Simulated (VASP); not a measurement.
Wanted: the native input for a VASP 6.6.1 run.

```yaml
Task: single point
Functional: PBEsol
Potentials_or_basis: VASP PAW PBE potentials, release 64 (Co)
Cutoff: 520 eV
k_mesh: 18 × 18 × 10
Occupations: gaussian, width 0.1 eV
Spin: collinear spin, ferromagnetic start
Starting_moments: "[1.8, 1.8] μB"
Dipole_correction: no
Further_INCAR_settings: ALGO = Normal; EDIFF = 1e-07; NBANDS = 20
```

The structure of Co lies in POSCAR:

```
Co
1.0
    2.5040330786      0.0000000000      0.0000000000
   -1.2520165393      2.1685562580      0.0000000000
    0.0000000000      0.0000000000      4.0491442045
Co
2
Direct
    0.6666666667      0.3333333333      0.2500000000
    0.3333333333      0.6666666667      0.7500000000
```

This cell differs from its parent crystal: volume scaled by 1.06, then relaxed in part.

These files were run (other wordings do the same):

INCAR

```
PREC     = Accurate       # precision mode
ENCUT    = 520            # plane-wave cutoff, eV
EDIFF    = 1E-7           # SCF threshold, eV
ISMEAR   = 0              # smearing method
SIGMA    = 0.1            # smearing width, eV
LREAL    = F              # projectors in reciprocal space
LASPH    = T              # aspherical terms in the spheres
NELM     = 150            # most SCF steps
ALGO     = Normal         # electronic algorithm
ISIF     = 2              # what is computed and relaxed
LWAVE    = F              # write WAVECAR
LCHARG   = T              # write CHGCAR
ISPIN    = 2              # spin polarisation
MAGMOM   = 1.8 1.8        # initial moments
LORBIT   = 11             # projections on sites
LMAXMIX  = 4              # l up to which the mixer works
GGA      = PS             # functional
LELF     = T              # ELF
LVHAR    = T            
NBANDS   = 20             # bands
```

KPOINTS

```
Automatic mesh
0
Gamma
  18 18 10
```

Potentials or basis: VASP PAW PBE potentials, release 64 (Co).

Command:

```bash
$ cat potpaw_PBE.64/Co/POTCAR > POTCAR
$ mpirun -np 1 vasp_std > vasp.out
```

It gave:

```json
{"Pressure": "-13.2 GPa", "Net moment": "3.20 μB per cell", "Site moments": "Co +1.62 μB", "Valence electrons inside the program's atomic spheres": "Co 8.24"}
```

Caveat: the PAW data sets were made with another functional, which shifts forces and pressure a little.

Wall time 81 s on 1 thread of Intel(R) Xeon(R) 6975P-C (Granite Rapids), with other jobs on the host, peak memory 0.24 GiB.
